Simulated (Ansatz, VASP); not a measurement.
**Be2ZnSe3 in VASP and in Ansatz**

The input INCAR:

```
  ALGO = Normal
  EDIFF = 1E-6
  EDIFFG = -0.04
  ENCUT = 600
  GGA = PE
  IBRION = 2
  ISIF = 3
  ISMEAR = 0
  LASPH = T
  LCHARG = F
  LREAL = F
  LWAVE = F
  NELM = 80
  NSW = 90
  PREC = Accurate
  SIGMA = 0.1
```

KPOINTS

```
k-points
0
Gamma
  4 4 4
```

The input POSCAR:

```
Be2ZnSe3
1.0
    4.2996125100      0.0000000000      0.0000000000
    0.0000000000      4.2996125100      0.0000000000
    0.0000000000      0.0000000000      6.4142337000
Be Zn Se
2 1 3
Direct
    0.5000000000      0.5000000000      0.2400773900
    0.5000000000      0.5000000000      0.7599226100
    0.0000000000      0.0000000000      0.5000000000
    0.5000000000      0.5000000000      0.0000000000
    0.5000000000      0.5000000000      0.5000000000
    0.0000000000      0.0000000000      0.0000000000
```

Input for Ansatz:

```yaml
crystal:
  lattice:
    - [4.29961251, 0.0, 0.0]
    - [0.0, 4.29961251, 0.0]
    - [0.0, 0.0, 6.4142337]
  atoms:
    - { symbol: Be, position: [0.5, 0.5, 0.24007739] }
    - { symbol: Be, position: [0.5, 0.5, 0.75992261] }
    - { symbol: Zn, position: [0.0, 0.0, 0.5] }
    - { symbol: Se, position: [0.5, 0.5, 0.0] }
    - { symbol: Se, position: [0.5, 0.5, 0.5] }
    - { symbol: Se, position: [0.0, 0.0, 0.0] }
basis:
  ecutwfc: 420
kpoints:
  mp_grid: { grid: [4, 4, 4] }
hamiltonian:
  xc: pbe
scf:
  occupations: { method: gaussian, width: 0.1 }
  lower_state_search: "off"
output:
  forces: true
  stress: true
  eigenvalues: true
relax:
  adjacent_minimum: "off"
  f_tol: 0.04
  max_steps: 70
  cell: { stress_tol: 0.4 }
```

Alike in both runs: task relaxation of cell and atoms; functional PBE; k mesh 4 × 4 × 4; occupations gaussian, width 0.1 eV; no spin polarisation.

|  | VASP | Ansatz |
| --- | --- | --- |
| version | VASP 6.6.1 | Ansatz 0.2.0 |
| potentials or method | VASP PAW PBE potentials, release 64 (Be, Zn, Se), cutoff 600 eV | scalar-relativistic, plane waves, PAW |
| valence electrons in the cell | 34 | 64 |

Ansatz gave:

```
gap on the k mesh at the Fermi level, each at its own relaxed structure (eV) : none
relaxed volume (Å³/atom)                                                     : 26.57
relaxed cell length with the largest relative difference (Å)                 : 7.915
```

Q: Which values does VASP return?

A: gap on the k mesh at the Fermi level, each at its own relaxed structure (eV): none; relaxed volume (Å³/atom): 26.61; relaxed cell length with the largest relative difference (Å): 7.924.

A gap of «none» marks a metal or a gap that the smearing closes. VASP's potentials hold 34 valence electrons a cell and Ansatz's 64, so a difference there can come from the potentials and not from the codes.

The k mesh is coarse, so the values compare programs but aren't converged. Noted on VASP's run: the volume moved by over 15 % at a fixed basis, so the end points are rough.
